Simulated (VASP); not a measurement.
Crystal: TaN.

```xyz
2
Lattice="2.7323 0.0000 0.0000 0.0000 2.7323 0.0000 0.0000 0.0000 2.7323" Properties=species:S:1:pos:R:3 pbc="T T T"
Ta    0.0000    0.0000    0.0000
N     1.3662    1.3662    1.3662
```

* Program: VASP 6.6.1
* Task: relaxation of cell and atoms
* Functional: PBEsol-based screened hybrid with 25 % exact exchange
* Potentials or basis: VASP PAW PBE potentials, release 64 (Ta_pv, N)
* Cutoff: 600 eV
* k mesh: 5 × 5 × 5
* Occupations: fermi-dirac, width 0.05 eV
* Spin: no spin polarisation

At the start: pressure -8.1 GPa; volume 10.20 Å³/atom.

Q: Where does the relaxation end?

A: Over 3 steps the energy falls by 6.1 meV/atom and the volume is 9.96 Å³/atom (-2.3 %); space group Pm-3m (No. 221, to 0.1 Å) before and after.

Step by step:
| step | energy change (eV) | largest force (eV/Å) | pressure (GPa) | volume (Å³) |
| --- | --- | --- | --- | --- |
| 1 | 0.0000 | 0.0000 | -8.10 | 20.40 |
| 2 | 0.0501 | 0.0000 | 20.76 | 18.91 |
| 3 | -0.0122 | 0.0000 | -0.10 | 19.93 |

Final structure:
```yaml
crystal:
  lattice:
    - [2.71118, 0.00000, 0.00000]
    - [0.00000, 2.71118, 0.00000]
    - [0.00000, 0.00000, 2.71118]
  atoms:
    - { symbol: Ta, position: [0.00000, 0.00000, 0.00000] }
    - { symbol: N, position: [0.50000, 0.50000, 0.50000] }
```

Caveat: the k points lie up to 0.46 Å⁻¹ apart in the final cell, too coarse for converged energies and pressures of a metal; the PAW data sets were made with another functional, which shifts forces and pressure a little.
